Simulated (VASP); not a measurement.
# Lu (Pm-3m) in VASP: notebook, part 2 of 2

VASP 6.6.1. The steps go on from the part before.

## Step 3: Single point, PBEsol

This run uses another cell than the first one, of 29.28 Å³/atom, 1.224 times its volume.

The input, INCAR:

```
SYSTEM = Lu
  ALGO = Normal
  EDIFF = 1E-6
  ENCUT = 520
  GGA = PS
  ISIF = 2
  ISMEAR = 0
  LASPH = .True.
  LCHARG = .True.
  LELF = .True.
  LREAL = .False.
  LVHAR = .True.
  LWAVE = .False.
  NBANDS = 18
  NELM = 100
  PREC = Accurate
  SIGMA = 0.05
```

The input, KPOINTS:

```
k-points
0
Gamma
  6 6 6
  0 0 0
```

The input, POSCAR:

```
Lu
1.0
    3.0820308656      0.0000000000      0.0000000000
    0.0000000000      3.0820308656      0.0000000000
    0.0000000000      0.0000000000      3.0820308656
Lu
1
Direct
    0.0000000000      0.0000000000      0.0000000000
```

Potentials or basis: VASP PAW PBE potentials, release 64 (Lu).

Launch:

```sh
$ cat potpaw_PBE.64/Lu/POTCAR > POTCAR
$ mpirun -np 1 vasp_std > vasp.out
```

OUTCAR:

```text
SYSTEM = Lu
   EDIFF = 1E-6
   ENCUT = 520
   GGA = PS
   ISIF = 2
   ISMEAR = 0
   LASPH = .True.
   LREAL = .False.
   NELM = 100
   PREC = Accurate

 ion  position               nearest neighbor table
   1  0.000  0.000  0.000-

  LATTYP: Found a simple cubic cell.
 ALAT       =     3.0820308656

  Lattice vectors:

 A1 = (   3.0820308656,   0.0000000000,   0.0000000000)
 A2 = (   0.0000000000,   3.0820308656,   0.0000000000)
 A3 = (   0.0000000000,   0.0000000000,   3.0820308656)

Analysis of symmetry for initial positions (statically):
=====================================================================
 Subroutine PRICEL returns:
 Original cell was already a primitive cell.

 Routine SETGRP: Setting up the symmetry group for a
 simple cubic supercell.

 Subroutine GETGRP returns: Found 48 space group operations
 (whereof 48 operations were pure point group operations)
 out of a pool of 48 trial point group operations.

The static configuration has the point symmetry O_h .

[... 148 lines left out ...]
  ext. energy  EPLUGINS =         0.00000000
  ---------------------------------------------------
  free energy    TOTEN  =        -4.05950870 eV

  energy without entropy =       -4.05507377  energy(sigma->0) =       -4.05729123

 E-fermi :   2.1353     XC(G=0): -10.6930

 val. band max:        2.1103138834   @ k =   0.3333   0.0000   0.0000
 cond. band min:       2.1511297751   @ k =   0.3333   0.1667   0.0000
 fundamental gap:      0.0408158917
 Fermi energy:         2.1353172289

 k-point     1 :       0.0000    0.0000    0.0000
  band No.  band energies     occupation
      1     -54.4033      2.00000
      2     -24.7239      2.00000
      3     -24.7239      2.00000
      4     -24.7239      2.00000
      5      -3.8798      2.00000
      6      -3.1591      2.00000
[... 397 lines left out ...]
      5      -3.1802      2.00000
      6      -3.1648      2.00000
[... 10 lines left out ...]
     17      10.7258      0.00000
     18      10.7280      0.00000

------------------------ aborting loop because EDIFF is reached ----------------------------------------

  FORCE on cell =-STRESS in cart. coord.  units (eV):
  Direction    XX          YY          ZZ          XY          YZ          ZX
  --------------------------------------------------------------------------------------
  -------------------------------------------------------------------------------------
  Total        0.0384554      0.0384554      0.0384554     -0.0000000     -0.0000000      0.0000000
  in kB        2.1045411      2.1045411      2.1045411     -0.0000000     -0.0000000      0.0000000
  external PRESSURE =       2.1045411 kB  Pullay stress =       0.0000000 kB

 VOLUME and BASIS-vectors are now :
 -----------------------------------------------------------------------------
  energy-cutoff  :      520.00
  volume of cell :       29.28
      direct lattice vectors                 reciprocal lattice vectors
     3.082030866  0.000000000  0.000000000     0.324461384  0.000000000  0.000000000
     0.000000000  3.082030866  0.000000000     0.000000000  0.324461384  0.000000000
     0.000000000  0.000000000  3.082030866     0.000000000  0.000000000  0.324461384

 POSITION                                       TOTAL-FORCE (eV/Angst)
 -----------------------------------------------------------------------------------
      0.00000      0.00000      0.00000         0.000000      0.000000      0.000000
 -----------------------------------------------------------------------------------
    total drift:                                0.000000      0.000000      0.000000

  FREE ENERGIE OF THE ION-ELECTRON SYSTEM (eV)
  ---------------------------------------------------
  free  energy   TOTEN  =        -4.0595086956 eV

  energy  without entropy=       -4.0550737716  energy(sigma->0) =       -4.05729123
```

stdout:

```text
POSCAR found type information on POSCAR Lu
 POSCAR found :  1 types and       1 ions
 scaLAPACK will be used
 -----------------------------------------------------------------------------
|                                                                             |
|                                                                             |
|     You enforced a specific xc type in the INCAR file but a different       |
|     I HOPE YOU KNOW WHAT YOU ARE DOING!                                     |
|                                                                             |
 -----------------------------------------------------------------------------

 LDA part: xc-table for (Slater+PW92), standard interpolation
 POSCAR, INCAR and KPOINTS ok, starting setup
 FFT: planning ... GRIDC
 FFT: planning ... GRID_SOFT
 FFT: planning ... GRID
 WAVECAR not read
 entering main loop
```

It took 7.8 s on 1 thread of Intel Xeon Platinum 8259CL at 2.50GHz (Skylake/Cascade Lake), shared host; peak memory 0.15 GiB.

What came out:

```yaml
Free_energy: -4.0595 eV
Pressure: 0.2 GPa
```

Caveat: the PAW data sets were made with another functional, which shifts forces and pressure a little; spin-orbit coupling is left out, which moves the levels of the heavy elements.

## Step 4: Relaxation of cell and atoms, PBEsol

This run uses another cell than the first one, of 32.46 Å³/atom, 1.357 times its volume.

The input, INCAR:

```
SYSTEM = Lu
PREC = Accurate ; ENCUT = 600
EDIFF = 1E-6 ; ISMEAR = 0
SIGMA = 0.05 ; LREAL = .False.
LASPH = .True. ; NELM = 60
ALGO = Normal ; ISIF = 3
LWAVE = .False. ; LCHARG = .False.
GGA = PS ; IBRION = 2
NSW = 80 ; EDIFFG = -0.03
```

The input, KPOINTS:

```
Automatic mesh
0
Gamma
  6 6 6
  0 0 0
```

The input, POSCAR:

```
Lu
1.0
    3.1900000000      0.0000000000      0.0000000000
    0.0000000000      3.1900000000      0.0000000000
    0.0000000000      0.0000000000      3.1900000000
Lu
1
Direct
    0.0000000000      0.0000000000      0.0000000000
```

Potentials or basis: VASP PAW PBE potentials, release 64 (Lu).

Launch:

```sh
$ cat potpaw_PBE.64/Lu/POTCAR > POTCAR
$ mpirun -np 1 vasp_std > vasp.out
```

OUTCAR:

```text
SYSTEM = Lu
   PREC = Accurate
   ENCUT = 600
   EDIFF = 1E-6
   ISMEAR = 0
   LREAL = .False.
   LASPH = .True.
   NELM = 60
   ISIF = 3
   GGA = PS
   IBRION = 2
   NSW = 80
   EDIFFG = -0.03

 ion  position               nearest neighbor table
   1  0.000  0.000  0.000-

  LATTYP: Found a simple cubic cell.
 ALAT       =     3.1900000000

  Lattice vectors:

 A1 = (   3.1900000000,   0.0000000000,   0.0000000000)
 A2 = (   0.0000000000,   3.1900000000,   0.0000000000)
 A3 = (   0.0000000000,   0.0000000000,   3.1900000000)

Analysis of symmetry for initial positions (statically):
=====================================================================
 Subroutine PRICEL returns:
 Original cell was already a primitive cell.

 Routine SETGRP: Setting up the symmetry group for a
 simple cubic supercell.

 Subroutine GETGRP returns: Found 48 space group operations
 (whereof 48 operations were pure point group operations)
 out of a pool of 48 trial point group operations.

The static configuration has the point symmetry O_h .

Analysis of symmetry for dynamics (positions and initial velocities):
=====================================================================
 Subroutine PRICEL returns:
 Original cell was already a primitive cell.

 Routine SETGRP: Setting up the symmetry group for a
 simple cubic supercell.

 Subroutine GETGRP returns: Found 48 space group operations
 (whereof 48 operations were pure point group operations)
 out of a pool of 48 trial point group operations.

The dynamic configuration has the point symmetry O_h .

 Subroutine INISYM returns: Found 48 space group operations
 (whereof 48 operations are pure point group operations),
 and found     1 'primitive' translations

----------------------------------------------------------------------------------------
[... 92 lines left out ...]
   ISIF   =      3    stress and relaxation
   ISYM   =      2    0-nonsym 1-usesym 2-fastsym
   POTIM  = 0.5000    time-step for ionic-motion
   TEBEG  =    0.0;   TEEND  =   0.0 temperature during run
   PSTRESS=    0.0 pullay stress
   NELECT =      25.0000    total number of electrons
   NUPDOWN=      -1.0000    fix difference up-down
   EMIN   =  10.00;   EMAX   =-10.00  energy-range for DOS
   EFERMI =   0.00;   METHOD = LEGACY
   ISMEAR =     0;   SIGMA  =   0.05  broadening in eV -4-tet -1-fermi 0-gaus
   EFERMI_NEDOS =   21; number of points for ismear=-14 and -15
   IALGO  =     38    algorithm
   IMIX   =      4    mixing-type and parameters
     AMIX     =   0.40;   BMIX     =  1.00
     AMIX_MAG =   1.60;   BMIX_MAG =  1.00
  volume/ion in A,a.u.               =      32.46       219.06
  Fermi-wavevector in a.u.,A,eV,Ry     =   1.500597  2.835718 30.637492  2.251792
  Thomas-Fermi vector in A             =   2.612077
   LORBIT       =      0    0 simple, 1 ext, 2 COOP (PROOUT), +10 PAW based schemes
   GGA     = PS    functional components
   LHFCALC =     F    Hartree Fock is set to
   AEXX    =    0.0000 exact exchange contribution
   IVDW    =     0    specifies the selected vdW correction
   LEPSILON=     F    determine dielectric tensor
   LRPA    =     F    only Hartree local field effects (RPA)
 conjugate gradient relaxation of ions
 non-spin polarized calculation
 Gauss-broadening in eV      SIGMA  =   0.05
  energy-cutoff  :      600.00
  volume of cell :       32.46
 maximum number of plane-waves:      1108
 NGX is ok and might be reduce to    28
   NGX = 13   NGY = 13   NGZ = 13

--------------------------------------- Ionic step        1  -------------------------------------------

 number of electron      25.0000003 magnetization

 Free energy of the ion-electron system (eV)
  ---------------------------------------------------
  ext. energy  EPLUGINS =         0.00000000
  ---------------------------------------------------
  free energy    TOTEN  =        -4.05343082 eV

  energy without entropy =       -4.05063262  energy(sigma->0) =       -4.05203172

------------------------ aborting loop because EDIFF is reached ----------------------------------------

  FORCE on cell =-STRESS in cart. coord.  units (eV):
  Direction    XX          YY          ZZ          XY          YZ          ZX
  --------------------------------------------------------------------------------------
  -------------------------------------------------------------------------------------
  Total       -0.1376144     -0.1376144     -0.1376144     -0.0000000      0.0000000     -0.0000000
  in kB       -6.7920756     -6.7920756     -6.7920756     -0.0000000      0.0000000     -0.0000000
  external PRESSURE =      -6.7920756 kB  Pullay stress =       0.0000000 kB
[... 197 lines left out ...]
--------------------------------------- Ionic step        7  -------------------------------------------

 number of electron      25.0000003 magnetization

 Free energy of the ion-electron system (eV)
  ---------------------------------------------------
  ext. energy  EPLUGINS =         0.00000000
  ---------------------------------------------------
  free energy    TOTEN  =        -4.06047287 eV

  energy without entropy =       -4.05596352  energy(sigma->0) =       -4.05821820

 E-fermi :   2.1162     XC(G=0): -10.6666

 val. band max:        2.0941714294   @ k =   0.3333   0.0000   0.0000
 cond. band min:       2.1301261955   @ k =   0.3333   0.1667   0.0000
 fundamental gap:      0.0359547660
 Fermi energy:         2.1162126743

 k-point     1 :       0.0000    0.0000    0.0000
  band No.  band energies     occupation
      1     -54.4327      2.00000
      2     -24.7581      2.00000
      3     -24.7581      2.00000
      4     -24.7581      2.00000
      5      -3.8889      2.00000
      6      -3.1869      2.00000
[... 397 lines left out ...]
  FREE ENERGIE OF THE ION-ELECTRON SYSTEM (eV)
  ---------------------------------------------------
  free  energy   TOTEN  =        -4.0604728738 eV

  energy  without entropy=       -4.0559635233  energy(sigma->0) =       -4.05821820

 reached required accuracy - stopping structural energy minimisation
```

CONTCAR:

```text
Lu
   1.00000000000000
     3.0876448613991943    0.0000000000000000   -0.0000000000000000
    -0.0000000000000000    3.0876448613991943   -0.0000000000000000
    -0.0000000000000000    0.0000000000000000    3.0876448613991943
  Lu
     1
Direct
     0.0000000000000000    0.0000000000000000    0.0000000000000000

  0.00000000E+00  0.00000000E+00  0.00000000E+00
```

It took 86 s on 1 thread of Intel Xeon Platinum 8375C at 2.90GHz (Ice Lake), shared host; peak memory 0.18 GiB.

Results:

- Free energy: -4.0605 eV
- Relaxed volume: 29.44 Å³/atom
- Relaxed cell: a = 3.088 Å, b = 3.088 Å, c = 3.088 Å, α = 90.00°, β = 90.00°, γ = 90.00°
- Space group after relaxing (to 0.05 Å): Pm-3m (No. 221)
- Energy gained by relaxing: 7.0 meV/atom
- Ionic steps: 7
- Pressure after relaxing: 0.1 GPa

Step by step:
```
step  energy change (eV)  largest force (eV/Å)  pressure (GPa)  volume (Å³)
   1              0.0000                0.0000           -0.68        32.46
   2             -0.0019                0.0000           -0.78        31.82
   3             -0.0063                0.0000           -0.38        29.94
   4              0.0326                0.0000            4.17        26.42
   5             -0.0070                0.0000           -0.19        29.60
   6             -0.0069                0.0000            0.18        29.28
   7             -0.0070                0.0000            0.08        29.44
```

Final structure:
```
Lu
1.0
     3.08764    0.00000    0.00000
     0.00000    3.08764    0.00000
     0.00000    0.00000    3.08764
Lu
1
Direct
  0.00000 0.00000 0.00000
```

Caveat: the PAW data sets were made with another functional, which shifts forces and pressure a little; spin-orbit coupling is left out, which moves the levels of the heavy elements.

## Step 5: Summary

```tsv
task	cell	cutoff (eV)	gap on the mesh (eV)	pressure (GPa)
single point	a = 2.881 Å, 1 atom	520	none	10.4
single point	a = 3.082 Å, 1 atom	520	none	0.2
relaxation of cell and atoms	relaxed from a = 3.190 Å, 1 atom	600	none	0.1
```

Alike in all rows: level PBEsol; potentials or basis VASP PAW PBE potentials, release 64 (Lu); no spin polarisation; k mesh 6 × 6 × 6; smearing gaussian 0.05 eV.

Caveats: some runs use coarse meshes; the PAW data sets were made with another functional, which shifts forces and pressure a little; spin-orbit coupling is left out, which moves the levels of the heavy elements.

Absolute energies hang on the potentials; compare differences alone.
